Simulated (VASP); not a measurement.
# Sb (Pm-3m) in VASP: notebook, part 2 of 3

VASP 6.6.1. The steps go on from the part before.

### 4 Electric field gradients, PBEsol (31.24 Å³/atom)

This run uses another cell than the first one, of 31.24 Å³/atom.

INCAR

```
PREC = Accurate ; ENCUT = 520
EDIFF = 1E-8 ; ISMEAR = -1
SIGMA = 0.05 ; LREAL = False
LASPH = True ; NELM = 60
ALGO = Normal ; ISIF = 2
LWAVE = False ; LCHARG = False
GGA = PS ; LEFG = True
NBANDS = 8
```

KPOINTS

```
Automatic mesh
0
Gamma
  13 13 13
```

POSCAR

```
Sb
1.0
    3.1494313592      0.0000000000      0.0000000000
    0.0000000000      3.1494313592      0.0000000000
    0.0000000000      0.0000000000      3.1494313592
Sb
1
Direct
    0.0000000000      0.0000000000      0.0000000000
```

Potentials or basis: VASP PAW PBE potentials, release 64 (Sb).

Started as:

```bash
$ cat potpaw_PBE.64/Sb/POTCAR > POTCAR
$ mpirun -np 1 vasp_std > vasp.out
```

OUTCAR:

```text
PREC = Accurate
   ENCUT = 520
   EDIFF = 1E-8
   ISMEAR = -1
   LREAL = False
   LASPH = True
   NELM = 60
   ISIF = 2
   GGA = PS

 ion  position               nearest neighbor table
   1  0.000  0.000  0.000-

  LATTYP: Found a simple cubic cell.
 ALAT       =     3.1494313592

  Lattice vectors:

 A1 = (   3.1494313592,   0.0000000000,   0.0000000000)
 A2 = (   0.0000000000,   3.1494313592,   0.0000000000)
 A3 = (   0.0000000000,   0.0000000000,   3.1494313592)

Analysis of symmetry for initial positions (statically):
=====================================================================
 Subroutine PRICEL returns:
 Original cell was already a primitive cell.

 Routine SETGRP: Setting up the symmetry group for a
 simple cubic supercell.

 Subroutine GETGRP returns: Found 48 space group operations
 (whereof 48 operations were pure point group operations)
 out of a pool of 48 trial point group operations.

The static configuration has the point symmetry O_h .

Analysis of symmetry for dynamics (positions and initial velocities):
=====================================================================
 Subroutine PRICEL returns:
 Original cell was already a primitive cell.

 Routine SETGRP: Setting up the symmetry group for a
 simple cubic supercell.

 Subroutine GETGRP returns: Found 48 space group operations
 (whereof 48 operations were pure point group operations)
 out of a pool of 48 trial point group operations.

The dynamic configuration has the point symmetry O_h .
[... 151 lines left out ...]

 k-point     1 :       0.0000    0.0000    0.0000
  band No.  band energies     occupation
      1      -5.6359      2.00000
      2       9.5624      0.00000
      3       9.5624      0.00000
      4       9.5624      0.00000
      5      13.3226      0.00000
      6      13.3226      0.00000
      7      14.2749      0.00000
      8      23.8817      0.00000
[... 243 lines left out ...]
 k-point    24 :       0.3846    0.3077    0.0000
  band No.  band energies     occupation
      1      -2.6106      2.00000
      2       3.1763      2.00000
      3       5.0144      2.00000
      4      11.3091      0.00000
      5      12.2217      0.00000
      6      16.5759      0.00000
      7      19.2935      0.00000
      8      19.6441      0.00000

 [... further k-points ...]

------------------------ aborting loop because EDIFF is reached ----------------------------------------

  FORCE on cell =-STRESS in cart. coord.  units (eV):
  Direction    XX          YY          ZZ          XY          YZ          ZX
  --------------------------------------------------------------------------------------
  -------------------------------------------------------------------------------------
  Total       -0.8691981     -0.8691981     -0.8691981     -0.0000000     -0.0000000      0.0000000
  in kB      -44.5792630    -44.5792630    -44.5792630     -0.0000000     -0.0000000      0.0000000
  external PRESSURE =     -44.5792630 kB  Pullay stress =       0.0000000 kB

 VOLUME and BASIS-vectors are now :
 -----------------------------------------------------------------------------
  energy-cutoff  :      520.00
  volume of cell :       31.24
      direct lattice vectors                 reciprocal lattice vectors
     3.149431359  0.000000000  0.000000000     0.317517636  0.000000000  0.000000000
     0.000000000  3.149431359  0.000000000     0.000000000  0.317517636  0.000000000
     0.000000000  0.000000000  3.149431359     0.000000000  0.000000000  0.317517636

 POSITION                                       TOTAL-FORCE (eV/Angst)
 -----------------------------------------------------------------------------------
      0.00000      0.00000      0.00000         0.000000      0.000000      0.000000
 -----------------------------------------------------------------------------------
    total drift:                                0.000000      0.000000      0.000000

  FREE ENERGIE OF THE ION-ELECTRON SYSTEM (eV)
  ---------------------------------------------------
  free  energy   TOTEN  =        -4.5108087150 eV

  energy  without entropy=       -4.5078494089  energy(sigma->0) =       -4.50932906

 Electric field gradients (V/A^2)
---------------------------------------------------------------------
 ion       V_xx      V_yy      V_zz      V_xy      V_xz      V_yz
---------------------------------------------------------------------
   1      -0.000    -0.000     0.000     0.000    -0.000     0.000
---------------------------------------------------------------------

 Electric field gradients after diagonalization (V/A^2)
 (convention: |V_zz| > |V_xx| > |V_yy|)
----------------------------------------------------------------------
 ion       V_xx      V_yy      V_zz     asymmetry (V_yy - V_xx)/ V_zz
----------------------------------------------------------------------
   1      -0.000    -0.000     0.000       0.187
----------------------------------------------------------------------

           NMR quadrupolar parameters

 Cq : quadrupolar parameter    Cq=e*Q*V_zz/h
 eta: asymmetry parameters     (V_yy - V_xx)/ V_zz
 Q  : nuclear electric quadrupole moment in mb (millibarn)
----------------------------------------------------------------------
 ion       Cq(MHz)       eta       Q (mb)
----------------------------------------------------------------------
   1       0.000       0.187       1.000
----------------------------------------------------------------------
```

OSZICAR:

```text
N       E                     dE             d eps       ncg     rms          rms(c)
DAV:   1     0.484517401047E+01    0.48452E+01   -0.15711E+03  1344   0.398E+02
DAV:   2    -0.439561663543E+01   -0.92408E+01   -0.89347E+01  1880   0.517E+01
DAV:   3    -0.451162196894E+01   -0.11601E+00   -0.11592E+00  1640   0.663E+00
DAV:   4    -0.451214498717E+01   -0.52302E-03   -0.52301E-03  2024   0.542E-01
DAV:   5    -0.451214685781E+01   -0.18706E-05   -0.18708E-05  1760   0.212E-02    0.170E+00
DAV:   6    -0.451136568770E+01    0.78117E-03   -0.70250E-04  1696   0.150E-01    0.998E-01
DAV:   7    -0.451080245718E+01    0.56323E-03   -0.16011E-03  1488   0.222E-01    0.632E-02
DAV:   8    -0.451080798410E+01   -0.55269E-05   -0.45270E-05  1832   0.447E-02    0.556E-03
DAV:   9    -0.451080885138E+01   -0.86728E-06   -0.82094E-07  1888   0.661E-03    0.196E-03
DAV:  10    -0.451080865045E+01    0.20092E-06   -0.24364E-07  1728   0.249E-03    0.369E-04
DAV:  11    -0.451080869276E+01   -0.42303E-07   -0.35347E-09  1904   0.384E-04    0.104E-04
DAV:  12    -0.451080870360E+01   -0.10841E-07   -0.14025E-09  1000   0.206E-04    0.131E-04
DAV:  13    -0.451080871717E+01   -0.13573E-07   -0.40877E-11   944   0.467E-05    0.200E-05
DAV:  14    -0.451080871495E+01    0.22178E-08   -0.15030E-12   824   0.123E-05
   1 F= -.45108087E+01 E0= -.45093291E+01  d E =-.295931E-02
```

stdout:

```text
POSCAR found type information on POSCAR Sb
 POSCAR found :  1 types and       1 ions
 scaLAPACK will be used
 -----------------------------------------------------------------------------
|                                                                             |
|                                                                             |
|     You enforced a specific xc type in the INCAR file but a different       |
|     I HOPE YOU KNOW WHAT YOU ARE DOING!                                     |
|                                                                             |
 -----------------------------------------------------------------------------

 LDA part: xc-table for (Slater+PW92), standard interpolation
 POSCAR, INCAR and KPOINTS ok, starting setup
 FFT: planning ... GRIDC
 FFT: planning ... GRID_SOFT
 FFT: planning ... GRID
 WAVECAR not read
 entering main loop
ion   1
```

Wall time 5.3 s (1 thread of Intel Xeon 6975P-C (Granite Rapids), shared host); peak memory 0.14 GiB.

Results:

* Free energy: -4.5108 eV
* Pressure: -4.5 GPa
* Band gap on the k mesh: zero (an odd number of electrons rules out a gap without spin polarisation)
* Largest electric field gradient by atom: zero within the noise of the run

Caveat: the cell stands under tension; the PAW data sets were made with another functional, which shifts forces and pressure a little; spin-orbit coupling is left out, which moves the levels of the heavy elements.

### 5 Electric field gradients, PBEsol (31.24 Å³/atom)

This run uses another cell than the first one, of 31.24 Å³/atom.

INCAR

```
SYSTEM = Sb
PREC     = Accurate       ! precision mode
ENCUT    = 520            ! plane-wave cutoff, eV
EDIFF    = 1E-8           ! SCF threshold, eV
ISMEAR   = -1             ! smearing method
SIGMA    = 0.05           ! smearing width, eV
LREAL    = .False.        ! projectors in reciprocal space
LASPH    = .True.         ! aspherical terms in the spheres
NELM     = 100            ! most SCF steps
ALGO     = Normal         ! electronic algorithm
ISIF     = 2              ! what is computed and relaxed
LWAVE    = .False.        ! write WAVECAR
LCHARG   = .False.        ! write CHGCAR
GGA      = PS             ! functional
LEFG     = .True.       
NBANDS   = 8              ! bands
```

KPOINTS

```
Automatic mesh
0
Gamma
  13 13 13
  0 0 0
```

POSCAR is that of step 4.

Potentials or basis: VASP PAW PBE potentials, release 64 (Sb).

Started as:

```bash
$ cat potpaw_PBE.64/Sb/POTCAR > POTCAR
$ mpirun -np 1 vasp_std > vasp.out
```

OUTCAR:

```text
SYSTEM = Sb
   PREC = Accurate
   ENCUT = 520
   EDIFF = 1E-8
   ISMEAR = -1
   LREAL = .False.
   LASPH = .True.
   NELM = 100
   ISIF = 2
   GGA = PS

 ion  position               nearest neighbor table
   1  0.000  0.000  0.000-

  LATTYP: Found a simple cubic cell.
 ALAT       =     3.1494313592

  Lattice vectors:

 A1 = (   3.1494313592,   0.0000000000,   0.0000000000)
 A2 = (   0.0000000000,   3.1494313592,   0.0000000000)
 A3 = (   0.0000000000,   0.0000000000,   3.1494313592)

Analysis of symmetry for initial positions (statically):
=====================================================================
 Subroutine PRICEL returns:
 Original cell was already a primitive cell.

 Routine SETGRP: Setting up the symmetry group for a
 simple cubic supercell.

 Subroutine GETGRP returns: Found 48 space group operations
 (whereof 48 operations were pure point group operations)
 out of a pool of 48 trial point group operations.

[... 442 lines left out ...]

 VOLUME and BASIS-vectors are now :
 -----------------------------------------------------------------------------
  energy-cutoff  :      520.00
  volume of cell :       31.24
      direct lattice vectors                 reciprocal lattice vectors
     3.149431359  0.000000000  0.000000000     0.317517636  0.000000000  0.000000000
     0.000000000  3.149431359  0.000000000     0.000000000  0.317517636  0.000000000
     0.000000000  0.000000000  3.149431359     0.000000000  0.000000000  0.317517636

 POSITION                                       TOTAL-FORCE (eV/Angst)
 -----------------------------------------------------------------------------------
      0.00000      0.00000      0.00000         0.000000      0.000000      0.000000
 -----------------------------------------------------------------------------------
    total drift:                                0.000000      0.000000      0.000000

  FREE ENERGIE OF THE ION-ELECTRON SYSTEM (eV)
  ---------------------------------------------------
  free  energy   TOTEN  =        -4.5108087150 eV

  energy  without entropy=       -4.5078494089  energy(sigma->0) =       -4.50932906

 Electric field gradients (V/A^2)
---------------------------------------------------------------------
 ion       V_xx      V_yy      V_zz      V_xy      V_xz      V_yz
---------------------------------------------------------------------
   1      -0.000    -0.000     0.000     0.000    -0.000     0.000
---------------------------------------------------------------------

 Electric field gradients after diagonalization (V/A^2)
 (convention: |V_zz| > |V_xx| > |V_yy|)
----------------------------------------------------------------------
 ion       V_xx      V_yy      V_zz     asymmetry (V_yy - V_xx)/ V_zz
----------------------------------------------------------------------
   1      -0.000    -0.000     0.000       0.187
----------------------------------------------------------------------

           NMR quadrupolar parameters

 Cq : quadrupolar parameter    Cq=e*Q*V_zz/h
 eta: asymmetry parameters     (V_yy - V_xx)/ V_zz
 Q  : nuclear electric quadrupole moment in mb (millibarn)
----------------------------------------------------------------------
 ion       Cq(MHz)       eta       Q (mb)
----------------------------------------------------------------------
   1       0.000       0.187       1.000
----------------------------------------------------------------------
```

OSZICAR:

```text
N       E                     dE             d eps       ncg     rms          rms(c)
DAV:   1     0.484517401047E+01    0.48452E+01   -0.15711E+03  1344   0.398E+02
DAV:   2    -0.439561663543E+01   -0.92408E+01   -0.89347E+01  1880   0.517E+01
DAV:   3    -0.451162196894E+01   -0.11601E+00   -0.11592E+00  1640   0.663E+00
DAV:   4    -0.451214498717E+01   -0.52302E-03   -0.52301E-03  2024   0.542E-01
DAV:   5    -0.451214685781E+01   -0.18706E-05   -0.18708E-05  1760   0.212E-02    0.170E+00
DAV:   6    -0.451136568770E+01    0.78117E-03   -0.70250E-04  1696   0.150E-01    0.998E-01
DAV:   7    -0.451080245718E+01    0.56323E-03   -0.16011E-03  1488   0.222E-01    0.632E-02
DAV:   8    -0.451080798410E+01   -0.55269E-05   -0.45270E-05  1832   0.447E-02    0.556E-03
DAV:   9    -0.451080885138E+01   -0.86728E-06   -0.82094E-07  1888   0.661E-03    0.196E-03
DAV:  10    -0.451080865045E+01    0.20092E-06   -0.24364E-07  1728   0.249E-03    0.369E-04
DAV:  11    -0.451080869276E+01   -0.42303E-07   -0.35347E-09  1904   0.384E-04    0.104E-04
DAV:  12    -0.451080870360E+01   -0.10841E-07   -0.14025E-09  1000   0.206E-04    0.131E-04
DAV:  13    -0.451080871717E+01   -0.13573E-07   -0.40877E-11   944   0.467E-05    0.200E-05
DAV:  14    -0.451080871495E+01    0.22178E-08   -0.15030E-12   824   0.123E-05
   1 F= -.45108087E+01 E0= -.45093291E+01  d E =-.295931E-02
```

stdout:

```text
POSCAR found type information on POSCAR Sb
 POSCAR found :  1 types and       1 ions
 scaLAPACK will be used
 -----------------------------------------------------------------------------
|                                                                             |
|                                                                             |
|     You enforced a specific xc type in the INCAR file but a different       |
|     I HOPE YOU KNOW WHAT YOU ARE DOING!                                     |
|                                                                             |
 -----------------------------------------------------------------------------

 LDA part: xc-table for (Slater+PW92), standard interpolation
 POSCAR, INCAR and KPOINTS ok, starting setup
 FFT: planning ... GRIDC
 FFT: planning ... GRID_SOFT
 FFT: planning ... GRID
 WAVECAR not read
 entering main loop
ion   1
```

Run time: 5.1 s. Hardware: 1 thread of Intel Xeon 6975P-C (Granite Rapids), shared host; peak memory 0.14 GiB.

Results:

```
Free energy                             : -4.5108 eV
Pressure                                : -4.5 GPa
Band gap on the k mesh                  : zero (an odd number of electrons rules out a gap without spin polarisation)
Largest electric field gradient by atom : zero within the noise of the run
```

Levels at points of the mesh, in eV from the Fermi level:
| k point | band 1 | band 2 | band 3 | band 4 | band 5 | band 6 |
| --- | --- | --- | --- | --- | --- | --- |
| (0.00, 0.00, 0.00) | -12.10 | 3.09 | 3.09 | 3.09 | 6.85 | 6.85 |

Caveat: the cell stands under tension; the PAW data sets were made with another functional, which shifts forces and pressure a little; spin-orbit coupling is left out, which moves the levels of the heavy elements.

(Part 2 of 3 ends here.)
